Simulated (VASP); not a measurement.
# TaSi2 (I4_1/amd) in VASP: further runs

The runs below take TaSi2 through single point, relaxation of cell and atoms, with PBE.

All numbers are computed with VASP 6.6.1; they aren't measurements. Logs are shortened: lines on timing, memory, paths and dates and some standing lists are left out, and cuts for length are marked.

**1. The cell of the first run**

It takes space group I4_1/amd (No. 141, tetragonal). Conventional cell: a = 3.383 Å, b = 3.383 Å, c = 16.882 Å, α = 90.00°, β = 90.00°, γ = 90.00°. Ta (site symmetry -4m2) has 12 Si at 2.70 to 3.41 Å and 4 Ta at 3.38 Å within 3.6 Å. Within 3.2 Å of Si (site symmetry 2mm) lie 3 Si at 2.40 to 2.51 Å and 4 Ta at 2.70 Å.

**2. Single point, PBE**

The input, INCAR:

```
SYSTEM = TaSi2
PREC = Accurate
ENCUT = 520
EDIFF = 1E-6
ISMEAR = 0
SIGMA = 0.1
LREAL = .FALSE.
LASPH = .TRUE.
NELM = 100
ALGO = Normal
ISIF = 2
LWAVE = .FALSE.
LCHARG = .FALSE.
GGA = PE
NBANDS = 28
```

The input, KPOINTS:

```
regular mesh
0
G
  6 6 6
  0 0 0
```

The input, POSCAR:

```
TaSi2
1.0
   -1.6915521131      1.6915521131      8.4411355903
    1.6915521131     -1.6915521131      8.4411355903
    1.6915521131      1.6915521131     -8.4411355903
Ta Si
2 4
Direct
    0.0000000000      0.0000000000      0.0000000000
    0.7500000000      0.2500000000      0.5000000000
    0.4256143545      0.4256143545      0.0000000000
    0.1756143545      0.6756143545      0.5000000000
    0.3243856455      0.8243856455      0.5000000000
    0.5743856455      0.5743856455      0.0000000000
```

Potentials or basis: VASP PAW PBE potentials, release 64 (Ta_pv, Si).

On the command line:

```sh
$ cat potpaw_PBE.64/Ta_pv/POTCAR potpaw_PBE.64/Si/POTCAR > POTCAR
$ mpirun -np 1 vasp_std > vasp.out
```

OUTCAR:

```text
SYSTEM = TaSi2
   PREC = Accurate
   ENCUT = 520
   EDIFF = 1E-6
   ISMEAR = 0
   LREAL = .FALSE.
   LASPH = .TRUE.
   NELM = 100
   ISIF = 2
   GGA = PE

 ion  position               nearest neighbor table
   1  0.000  0.000  0.000-   6 2.70   6 2.70   6 2.70   3 2.70   6 2.70   3 2.70   3 2.70   3 2.70

   2  0.750  0.250  0.500-   5 2.70   5 2.70   5 2.70   4 2.70   5 2.70   4 2.70   4 2.70   4 2.70

   3  0.426  0.426  0.000-   5 2.40   5 2.40   6 2.51   1 2.70   1 2.70   1 2.70   1 2.70
   4  0.176  0.676  0.500-   6 2.40   6 2.40   5 2.51   2 2.70   2 2.70   2 2.70   2 2.70
   5  0.324  0.824  0.500-   3 2.40   3 2.40   4 2.51   2 2.70   2 2.70   2 2.70   2 2.70
   6  0.574  0.574  0.000-   4 2.40   4 2.40   3 2.51   1 2.70   1 2.70   1 2.70   1 2.70

  LATTYP: Found a body centered tetragonal cell.
 ALAT       =     3.3831042262
 C/A-ratio  =     4.9901717629

  Lattice vectors:

 A1 = (  -1.6915521131,   1.6915521131,   8.4411355903)
 A2 = (   1.6915521131,  -1.6915521131,   8.4411355903)
 A3 = (   1.6915521131,   1.6915521131,  -8.4411355903)

Analysis of symmetry for initial positions (statically):
=====================================================================
 Subroutine PRICEL returns:
 Original cell was already a primitive cell.

 Routine SETGRP: Setting up the symmetry group for a
 body centered tetragonal supercell.

 Subroutine GETGRP returns: Found 16 space group operations
 (whereof  8 operations were pure point group operations)
 out of a pool of 16 trial point group operations.

The static configuration has the point symmetry D_2d.
 The point group associated with its full space group is D_4h.

Analysis of symmetry for dynamics (positions and initial velocities):
=====================================================================
 Subroutine PRICEL returns:
 Original cell was already a primitive cell.

 Routine SETGRP: Setting up the symmetry group for a
 body centered tetragonal supercell.

 Subroutine GETGRP returns: Found 16 space group operations
 (whereof  8 operations were pure point group operations)
 out of a pool of 16 trial point group operations.

The dynamic configuration has the point symmetry D_2d.
 The point group associated with its full space group is D_4h.

 Subroutine INISYM returns: Found 16 space group operations
 (whereof  8 operations are pure point group operations),
 and found     1 'primitive' translations

----------------------------------------------------------------------------------------

                                     Primitive cell

  volume of cell :      96.6121

  direct lattice vectors                    reciprocal lattice vectors
    -1.691552113  1.691552113  8.441135590     0.000000000  0.295586519  0.059233736
     1.691552113 -1.691552113  8.441135590     0.295586519  0.000000000  0.059233736
     1.691552113  1.691552113 -8.441135590     0.295586519  0.295586519  0.000000000

  length of vectors
     8.773566388  8.773566388  8.773566388     0.301463141  0.301463141  0.418022463

  position of ions in fractional coordinates (direct lattice)
     0.000000000  0.000000000  0.000000000
     0.750000000  0.250000000  0.500000000
     0.425614354  0.425614354  0.000000000
     0.175614354  0.675614354  0.500000000
     0.324385646  0.824385646  0.500000000
     0.574385646  0.574385646  0.000000000

  ion indices of the primitive-cell ions
   primitive index   ion index
                 1           1
                 2           2
                 3           3
                 4           4
                 5           5
                 6           6

----------------------------------------------------------------------------------------

 KPOINTS: regular mesh

Automatic generation of k-mesh.
 Grid dimensions read from file:
 generate k-points for:    6    6    6

 Generating k-lattice:

  Cartesian coordinates                     Fractional coordinates (reciprocal lattice)
     0.000000000  0.049264420  0.009872289     0.166666667  0.000000000  0.000000000
     0.049264420  0.000000000  0.009872289     0.000000000  0.166666667  0.000000000
     0.049264420  0.049264420  0.000000000     0.000000000  0.000000000  0.166666667

  Length of vectors
     0.050243857  0.050243857  0.069670411

  Shift w.r.t. Gamma in fractional coordinates (k-lattice)
     0.000000000  0.000000000  0.000000000

 Subroutine IBZKPT returns following result:
 ===========================================

 Found     30 irreducible k-points:

 Following reciprocal coordinates:
            Coordinates               Weight
  0.000000  0.000000  0.000000      1.000000
  0.166667  0.000000 -0.000000      8.000000
  0.333333  0.000000 -0.000000      8.000000
  0.500000  0.000000 -0.000000      4.000000
  0.166667  0.166667 -0.000000      8.000000
  0.333333  0.166667 -0.000000     16.000000
[... 16 lines left out ...]
 -0.333333 -0.333333  0.166667      8.000000
 -0.166667 -0.333333  0.166667      8.000000
 [... further k-points ...]
   k-points           NKPTS =     30   k-points in BZ     NKDIM =     30   number of bands    NBANDS=     28
   number of dos      NEDOS =    301   number of ions     NIONS =      6
   total plane-waves  NPLWV = 343000
   dimension x,y,z NGX =    70 NGY =   70 NGZ =   70
   dimension x,y,z NGXF=   140 NGYF=  140 NGZF=  140
   ions per type =               2   4
   NGX,Y,Z   is equivalent  to a cutoff of  13.26, 13.26, 13.26 a.u.
   NGXF,Y,Z  is equivalent  to a cutoff of  26.53, 26.53, 26.53 a.u.
 SYSTEM =  TaSi2
   PREC   = accura    normal or accurate (medium, high low for compatibility)
   ISTART =      0    job   : 0-new  1-cont  2-samecut
   ICHARG =      2    charge: 1-file 2-atom 10-const
   ISPIN  =      1    spin polarized calculation?
   LNONCOLLINEAR =      F non collinear calculations
   LSORBIT =      F    spin-orbit coupling
   LASPH  =      T    aspherical Exc in radial PAW
   ENCUT  =  520.0 eV  38.22 Ry    6.18 a.u.  16.31 16.31 16.31*2*pi/ulx,y,z
   NELM   =    100;   NELMIN=  2; NELMDL= -5     # of ELM steps
   EDIFF  = 0.1E-05   stopping-criterion for ELM
   LREAL  =      F    real-space projection
   EDIFFG = 0.1E-04   stopping-criterion for IOM
   NSW    =      0    number of steps for IOM
   IBRION =     -1    ionic relax: 0-MD 1-quasi-New 2-CG
   NFREE  =      0    steps in history (QN), initial steepest desc. (CG)
   ISIF   =      2    stress and relaxation
   ISYM   =      2    0-nonsym 1-usesym 2-fastsym
   POTIM  = 0.5000    time-step for ionic-motion
   TEBEG  =    0.0;   TEEND  =   0.0 temperature during run
   PSTRESS=    0.0 pullay stress
   NELECT =      38.0000    total number of electrons
   NUPDOWN=      -1.0000    fix difference up-down
   EMIN   =  10.00;   EMAX   =-10.00  energy-range for DOS
   EFERMI =   0.00;   METHOD = LEGACY
   ISMEAR =     0;   SIGMA  =   0.10  broadening in eV -4-tet -1-fermi 0-gaus
   EFERMI_NEDOS =   21; number of points for ismear=-14 and -15
   IALGO  =     38    algorithm
   IMIX   =      4    mixing-type and parameters
     AMIX     =   0.40;   BMIX     =  1.00
     AMIX_MAG =   1.60;   BMIX_MAG =  1.00
  volume/ion in A,a.u.               =      16.10       108.66
  Fermi-wavevector in a.u.,A,eV,Ry     =   1.199478  2.266684 19.575336  1.438747
  Thomas-Fermi vector in A             =   2.335339
   LORBIT       =      0    0 simple, 1 ext, 2 COOP (PROOUT), +10 PAW based schemes
   GGA     = PE    functional components
   LHFCALC =     F    Hartree Fock is set to
   AEXX    =    0.0000 exact exchange contribution
   IVDW    =     0    specifies the selected vdW correction
   LEPSILON=     F    determine dielectric tensor
   LRPA    =     F    only Hartree local field effects (RPA)
 non-spin polarized calculation
 Gauss-broadening in eV      SIGMA  =   0.10
  energy-cutoff  :      520.00
  volume of cell :       96.61
 maximum number of plane-waves:      2622
 NGX is ok and might be reduce to    70
   NGX = 33   NGY = 33   NGZ = 33

 number of electron      38.0000000 magnetization

 Free energy of the ion-electron system (eV)
  ---------------------------------------------------
  ext. energy  EPLUGINS =         0.00000000
  ---------------------------------------------------
  free energy    TOTEN  =       -44.09021455 eV

  energy without entropy =      -44.06045413  energy(sigma->0) =      -44.07533434

 E-fermi :   8.1881     XC(G=0): -11.5161

 val. band max:        8.1792238192   @ k =   0.1667   0.0000  -0.0000
 cond. band min:       8.1904356811   @ k =  -0.3333   0.5000   0.3333
 fundamental gap:      0.0112118619
 Fermi energy:         8.1880700678

 k-point     1 :       0.0000    0.0000    0.0000
  band No.  band energies     occupation
      1     -26.6896      2.00000
      2     -26.6796      2.00000
      3     -26.4642      2.00000
      4     -26.4642      2.00000
      5     -26.4641      2.00000
      6     -26.4641      2.00000
[... 20 lines left out ...]
     27      12.0024      0.00000
     28      12.7369      0.00000

 k-point     2 :       0.1667    0.0000   -0.0000
  band No.  band energies     occupation
      1     -26.6841      2.00000
      2     -26.6753      2.00000
      3     -26.5092      2.00000
      4     -26.5089      2.00000
      5     -26.4599      2.00000
      6     -26.4597      2.00000
[... 20 lines left out ...]
     27      11.5568      0.00000
     28      12.2132      0.00000

 k-point     3 :       0.3333    0.0000   -0.0000
  band No.  band energies     occupation
      1     -26.6729      2.00000
      2     -26.6669      2.00000
      3     -26.5981      2.00000
      4     -26.5973      2.00000
      5     -26.4513      2.00000
      6     -26.4509      2.00000
[... 616 lines left out ...]
      3     -26.5063      2.00000
      4     -26.5061      2.00000
      5     -26.5021      2.00000
      6     -26.5020      2.00000
[... 20 lines left out ...]
     27      11.7618      0.00000
     28      12.1567      0.00000

 k-point    24 :      -0.1667   -0.3333    0.1667
  band No.  band energies     occupation
      1     -26.6829      2.00000
      2     -26.6765      2.00000
      3     -26.5094      2.00000
      4     -26.5087      2.00000
      5     -26.4600      2.00000
      6     -26.4595      2.00000
[... 20 lines left out ...]
     27      11.8325      0.00000
     28      12.1754      0.00000

 [... further k-points ...]

------------------------ aborting loop because EDIFF is reached ----------------------------------------

  FORCE on cell =-STRESS in cart. coord.  units (eV):
  Direction    XX          YY          ZZ          XY          YZ          ZX
  --------------------------------------------------------------------------------------
  -------------------------------------------------------------------------------------
  Total        0.0025243      0.0025243      0.2291962      0.0000000      0.0000000      0.0000000
  in kB        0.0418624      0.0418624      3.8008990      0.0000000      0.0000000      0.0000000
  external PRESSURE =       1.2948746 kB  Pullay stress =       0.0000000 kB

 VOLUME and BASIS-vectors are now :
 -----------------------------------------------------------------------------
  energy-cutoff  :      520.00
  volume of cell :       96.61
      direct lattice vectors                 reciprocal lattice vectors
    -1.691552113  1.691552113  8.441135590     0.000000000  0.295586519  0.059233736
     1.691552113 -1.691552113  8.441135590     0.295586519  0.000000000  0.059233736
     1.691552113  1.691552113 -8.441135590     0.295586519  0.295586519  0.000000000

 POSITION                                       TOTAL-FORCE (eV/Angst)
 -----------------------------------------------------------------------------------
      0.00000      0.00000      0.00000         0.000000      0.000000      0.000000
      0.00000      1.69155      4.22057         0.000000      0.000000      0.000000
      0.00000      0.00000      7.18534        -0.000000     -0.000000     -0.005016
      1.69155     -0.00000      2.96477        -0.000000     -0.000000     -0.005016
      1.69155      0.00000      5.47637        -0.000000     -0.000000      0.005016
      0.00000      0.00000      9.69693         0.000000      0.000000      0.005016
 -----------------------------------------------------------------------------------
    total drift:                               -0.000000     -0.000000      0.000000

  FREE ENERGIE OF THE ION-ELECTRON SYSTEM (eV)
  ---------------------------------------------------
  free  energy   TOTEN  =       -44.0902145461 eV

  energy  without entropy=      -44.0604541252  energy(sigma->0) =      -44.07533434
```

It took 9.8 min on 1 thread of Intel Xeon Platinum 8488C (Sapphire Rapids), shared host; peak memory 0.67 GiB.

Results:

```yaml
Free_energy: -44.0902 eV
Pressure: 0.1 GPa
Largest_force: 0.005 eV/Å
Band_gap_on_the_k_mesh: zero (bands 19 and 20 overlap by 1.51 eV)
```

Forces in eV/Å, atoms in the order of the input:
```
Ta   0.000  0.000  0.000
Ta   0.000  0.000  0.000
Si   0.000  0.000 -0.005
Si   0.000  0.000 -0.005
Si   0.000  0.000  0.005
Si   0.000  0.000  0.005
```

Levels at points of the mesh, in eV from the Fermi level:
```
           k point  band 17  band 18  band 19  band 20  band 21  band 22
(0.00, 0.00, 0.00)    -1.25    -0.32     1.11     1.11     1.26     1.37
(0.50, 0.00, 0.00)    -1.85    -0.69     0.41     0.64     0.70     1.68
(0.50, 0.50, 0.00)    -1.70    -1.70    -0.40    -0.40     0.51     0.51
(0.50, 0.50, 0.50)    -0.63    -0.63     0.10     0.10     1.31     1.31
```

Caveat: spin-orbit coupling is left out, which moves the levels of the heavy elements.

**3. Single point, PBE**

This run uses another cell than the first one, of 14.55 Å³/atom.

The input, INCAR:

```
SYSTEM = TaSi2
ALGO     = Normal         ! electronic algorithm
EDIFF    = 1E-6           ! SCF threshold, eV
ENCUT    = 520            ! plane-wave cutoff, eV
GGA      = PE             ! functional
ISIF     = 2              ! what is computed and relaxed
ISMEAR   = 0              ! smearing method
LASPH    = .TRUE.         ! aspherical terms in the spheres
LCHARG   = .TRUE.         ! write CHGCAR
LELF     = .TRUE.         ! ELF
LREAL    = .FALSE.        ! projectors in reciprocal space
LVHAR    = .TRUE.       
LWAVE    = .FALSE.        ! write WAVECAR
NBANDS   = 28             ! bands
NELM     = 80             ! most SCF steps
PREC     = Accurate       ! precision mode
SIGMA    = 0.1            ! smearing width, eV
```

The input, KPOINTS:

```
k-points
0
G
  8 8 8
  0 0 0
```

The input, POSCAR:

```
TaSi2
1.0
   -1.8447097538      1.8447097538      6.4140102103
    1.8447097538     -1.8447097538      6.4140102103
    1.8447097538      1.8447097538     -6.4140102103
Ta Si
2 4
Direct
    0.0000000000      0.0000000000      0.0000000000
    0.7500000000      0.2500000000      0.5000000000
    0.4165000000      0.4165000000      0.0000000000
    0.1665000000      0.6665000000      0.5000000000
    0.3335000000      0.8335000000      0.5000000000
    0.5835000000      0.5835000000      0.0000000000
```

Potentials or basis: VASP PAW PBE potentials, release 64 (Ta_pv, Si).

On the command line:

```sh
$ cat potpaw_PBE.64/Ta_pv/POTCAR potpaw_PBE.64/Si/POTCAR > POTCAR
$ mpirun -np 1 vasp_std > vasp.out
```

Wall time 6.2 min (1 thread of Intel Xeon Platinum 8488C (Sapphire Rapids), shared host); peak memory 0.44 GiB.

It converged, with:

* Free energy: -41.6743 eV
* Pressure: 15.5 GPa
* Largest force: 0.161 eV/Å
* Band gap on the k mesh: zero (bands 19 and 20 overlap by 1.32 eV)

Forces on the atoms (eV/Å):
```
Ta   0.000  0.000  0.000
Ta   0.000  0.000  0.000
Si   0.000  0.000  0.161
Si   0.000  0.000  0.161
Si   0.000  0.000 -0.161
Si   0.000  0.000 -0.161
```

Stress tensor (GPa, compression positive):
```
 9.14  0.00  0.00
 0.00  9.14  0.00
 0.00  0.00 28.32
```

Levels at points of the mesh, in eV from the Fermi level:
```csv
k point,band 16,band 17,band 18,band 19,band 20,band 21,band 22,band 23
"(0.00, 0.00, 0.00)",-3.25,-1.36,-0.69,-0.16,0.24,0.37,0.44,0.44
"(0.50, 0.00, 0.00)",-2.91,-1.65,-1.35,-1.23,0.80,0.90,1.16,1.35
"(0.50, 0.50, 0.00)",-4.61,-0.02,-0.02,0.51,0.51,1.31,1.31,1.73
"(0.50, 0.50, 0.50)",-3.83,-0.27,-0.27,0.39,0.39,0.87,0.87,1.01
```

Caveat: the cell stands under pressure; spin-orbit coupling is left out, which moves the levels of the heavy elements.

(Part 1 of 2 ends here.)
